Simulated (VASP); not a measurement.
# Li (Fmmm) in VASP: single point with r2SCAN

Aim: the single point of Li with r2SCAN.

All numbers are computed with VASP 6.6.1; they aren't measurements. Logs are shortened: lines on timing, memory, paths and dates and some standing lists are left out, and cuts for length are marked.

**1. The cell of the first run**

It takes space group Fmmm (No. 69, orthorhombic). Conventional cell: a = 3.500 Å, b = 4.702 Å, c = 5.197 Å, α = 90.00°, β = 90.00°, γ = 90.00°. Li (site symmetry mmm) has 14 Li at 2.93 to 3.50 Å within 3.9 Å.

**2. Single point, r2SCAN (strain -0.1000 x Voigt [0, 0, 0, 1, 0, 0])**

The input, POSCAR:

```
Li
1.0
   -1.7500000000      1.6625000000      1.6625000000
    1.7500000000     -1.8375000000      1.8375000000
    1.7500000000      1.8375000000     -1.8375000000
Li
1
Direct
    0.0000000000      0.0000000000      0.0000000000
```

The input, INCAR.step1:

```
ALGO = Normal
EDIFF = 1E-4
ENCUT = 520
GGA = PE
ISMEAR = 0
LASPH = T
LCHARG = F
LREAL = F
LWAVE = T
NBANDS = 8
NELM = 100
PREC = Accurate
SIGMA = 0.15
```

The input, INCAR.step2:

```
ALGO = Normal
EDIFF = 1E-6
ENCUT = 520
ISIF = 2
ISMEAR = 0
ISTART = 1
LASPH = T
LCHARG = T
LELF = T
LMIXTAU = T
LREAL = F
LVHAR = T
LWAVE = F
METAGGA = R2SCAN
NBANDS = 8
NELM = 100
PREC = Accurate
SIGMA = 0.15
```

The input, KPOINTS:

```
k-points
0
Gamma
  20 20 20
```

Potentials or basis: VASP PAW PBE potentials, release 64 (Li_sv).

The run is started by

```sh
$ cat potpaw_PBE.64/Li_sv/POTCAR > POTCAR
$ cp INCAR.step1 INCAR
$ mpirun -np 1 vasp_std > vasp.out
$ cp INCAR.step2 INCAR
$ mpirun -np 1 vasp_std > vasp.out
```

OUTCAR:

```text
EDIFF = 1E-6
   ENCUT = 520
   ISIF = 2
   ISMEAR = 0
   ISTART = 1
   LASPH = T
   LREAL = F
   METAGGA = R2SCAN
   NELM = 100
   PREC = Accurate

 ion  position               nearest neighbor table
   1  0.000  0.000  0.000-

  LATTYP: Found a face centered orthorhombic cell.
 ALAT       =     3.5000000000
 B/A-ratio  =     1.3435028843
 C/A-ratio  =     1.4849242405

  Lattice vectors:

 A1 = (   0.0000000000,  -0.1750000000,   3.5000000000)
 A2 = (   1.7500000000,  -1.8375000000,   1.8375000000)
 A3 = (   1.7500000000,   1.6625000000,   1.6625000000)

Analysis of symmetry for initial positions (statically):
=====================================================================
 Subroutine PRICEL returns:
 Original cell was already a primitive cell.

 Routine SETGRP: Setting up the symmetry group for a
 face centered orthorhombic supercell.

 Subroutine GETGRP returns: Found  8 space group operations
 (whereof  8 operations were pure point group operations)
 out of a pool of  8 trial point group operations.

The static configuration has the point symmetry D_2h.

Analysis of symmetry for dynamics (positions and initial velocities):
=====================================================================
 Subroutine PRICEL returns:
 Original cell was already a primitive cell.

 Routine SETGRP: Setting up the symmetry group for a
 face centered orthorhombic supercell.

 Subroutine GETGRP returns: Found  8 space group operations
 (whereof  8 operations were pure point group operations)
 out of a pool of  8 trial point group operations.

The dynamic configuration has the point symmetry D_2h.

 Subroutine INISYM returns: Found  8 space group operations
 (whereof  8 operations are pure point group operations),
 and found     1 'primitive' translations

----------------------------------------------------------------------------------------

                                     Primitive cell

  volume of cell :      21.3839

  direct lattice vectors                    reciprocal lattice vectors
    -1.750000000  1.662500000  1.662500000     0.000000000  0.300751880  0.300751880
     1.750000000 -1.837500000  1.837500000     0.285714286  0.014321518  0.286430362
     1.750000000  1.837500000 -1.837500000     0.285714286  0.286430362  0.014321518

  length of vectors
     2.930923489  3.132939913  3.132939913     0.425327387  0.404821085  0.404821085

  position of ions in fractional coordinates (direct lattice)
     0.000000000  0.000000000  0.000000000
[... 79 lines left out ...]
   NSW    =      0    number of steps for IOM
   IBRION =     -1    ionic relax: 0-MD 1-quasi-New 2-CG
   NFREE  =      0    steps in history (QN), initial steepest desc. (CG)
   ISIF   =      2    stress and relaxation
   ISYM   =      2    0-nonsym 1-usesym 2-fastsym
   POTIM  = 0.5000    time-step for ionic-motion
   TEBEG  =    0.0;   TEEND  =   0.0 temperature during run
   PSTRESS=    0.0 pullay stress
   NELECT =       3.0000    total number of electrons
   NUPDOWN=      -1.0000    fix difference up-down
   EMIN   =  10.00;   EMAX   =-10.00  energy-range for DOS
   EFERMI =   0.00;   METHOD = LEGACY
   ISMEAR =     0;   SIGMA  =   0.15  broadening in eV -4-tet -1-fermi 0-gaus
   EFERMI_NEDOS =   21; number of points for ismear=-14 and -15
   IALGO  =     38    algorithm
   IMIX   =      4    mixing-type and parameters
     AMIX     =   0.40;   BMIX     =  1.00
     AMIX_MAG =   1.60;   BMIX_MAG =  1.00
  volume/ion in A,a.u.               =      21.38       144.31
  Fermi-wavevector in a.u.,A,eV,Ry     =   0.850654  1.607503  9.845340  0.723612
  Thomas-Fermi vector in A             =   1.966665
   LORBIT       =      0    0 simple, 1 ext, 2 COOP (PROOUT), +10 PAW based schemes
   METAGGA = R2SCAN    functional components
   LHFCALC =     F    Hartree Fock is set to
   AEXX    =    0.0000 exact exchange contribution
   IVDW    =     0    specifies the selected vdW correction
   LEPSILON=     F    determine dielectric tensor
   LRPA    =     F    only Hartree local field effects (RPA)
 non-spin polarized calculation
 Gauss-broadening in eV      SIGMA  =   0.15
  energy-cutoff  :      520.00
  volume of cell :       21.38
 maximum number of plane-waves:       592
 NGX is ok and might be reduce to    24
   NGX = 11   NGY = 11   NGZ = 11

 number of electron       2.9999995 magnetization

 Free energy of the ion-electron system (eV)
  ---------------------------------------------------
  ext. energy  EPLUGINS =         0.00000000
  ---------------------------------------------------
  free energy    TOTEN  =        -2.37702770 eV

  energy without entropy =       -2.37154725  energy(sigma->0) =       -2.37428747

 E-fermi :   0.5186     XC(G=0):  -7.3072

 val. band max:        0.5153010213   @ k =  -0.3500   0.3500   0.2500
 cond. band min:       0.5204853442   @ k =   0.1500   0.4500   0.2500
 fundamental gap:      0.0051843229
 Fermi energy:         0.5186183080

 k-point     1 :       0.0000    0.0000    0.0000
  band No.  band energies     occupation
      1     -47.7441      2.00000
      2      -3.2636      2.00000
      3      15.0616      0.00000
      4      16.3012      0.00000
      5      16.9467      0.00000
      6      18.8259      0.00000
      7      20.1201      0.00000
      8      20.6918      0.00000
[... 243 lines left out ...]
 k-point    24 :       0.1000    0.1000    0.0000
  band No.  band energies     occupation
      1     -47.7385      2.00000
      2      -2.6160      2.00000
      3      12.8854      0.00000
      4      13.8426      0.00000
      5      14.7880      0.00000
      6      17.0580      0.00000
      7      18.2479      0.00000
      8      20.0604      0.00000

 [... further k-points ...]

------------------------ aborting loop because EDIFF is reached ----------------------------------------

  FORCE on cell =-STRESS in cart. coord.  units (eV):
  Direction    XX          YY          ZZ          XY          YZ          ZX
  --------------------------------------------------------------------------------------
  -------------------------------------------------------------------------------------
  Total       -0.0401805     -0.0808209     -0.0808209      0.0000000      0.1493287      0.0000000
  in kB       -3.0105007     -6.0554615     -6.0554615      0.0000000     11.1883683      0.0000000
  external PRESSURE =      -5.0404746 kB  Pullay stress =       0.0000000 kB

 VOLUME and BASIS-vectors are now :
 -----------------------------------------------------------------------------
  energy-cutoff  :      520.00
  volume of cell :       21.38
      direct lattice vectors                 reciprocal lattice vectors
    -1.750000000  1.662500000  1.662500000     0.000000000  0.300751880  0.300751880
     1.750000000 -1.837500000  1.837500000     0.285714286  0.014321518  0.286430362
     1.750000000  1.837500000 -1.837500000     0.285714286  0.286430362  0.014321518

 POSITION                                       TOTAL-FORCE (eV/Angst)
 -----------------------------------------------------------------------------------
      0.00000      0.00000      0.00000         0.000000      0.000000     -0.000000
 -----------------------------------------------------------------------------------
    total drift:                                0.000000      0.000000     -0.000000

  FREE ENERGIE OF THE ION-ELECTRON SYSTEM (eV)
  ---------------------------------------------------
  free  energy   TOTEN  =        -2.3770276980 eV

  energy  without entropy=       -2.3715472479  energy(sigma->0) =       -2.37428747
```

OUTCAR.step1:

```text
EDIFF = 1E-4
   ENCUT = 520
   GGA = PE
   ISMEAR = 0
   LASPH = T
[... 482 lines left out ...]

 POSITION                                       TOTAL-FORCE (eV/Angst)
 -----------------------------------------------------------------------------------
      0.00000      0.00000      0.00000        -0.000000     -0.000000      0.000000
 -----------------------------------------------------------------------------------
    total drift:                                0.000000      0.000000      0.000000

  FREE ENERGIE OF THE ION-ELECTRON SYSTEM (eV)
  ---------------------------------------------------
  free  energy   TOTEN  =        -1.8977172489 eV

  energy  without entropy=       -1.8918459156  energy(sigma->0) =       -1.89478158
```

It took 9.4 min on 1 thread of Intel Xeon Platinum 8124M at 3.00GHz (Skylake/Cascade Lake), shared host; peak memory 0.26 GiB.

Results:

```
Free energy            : -2.3770 eV
Band gap on the k mesh : zero (an odd number of electrons rules out a gap without spin polarisation)
```

Caveat: the cell differs from its parent crystal (strain -0.1000 x Voigt [0, 0, 0, 1, 0, 0]); the cutoff is under 1.25 times the usual one of these potentials, so pressure, stress and relaxed cells hold a basis-set (Pulay) error; the PAW data sets were made with another functional, which shifts forces and pressure a little.
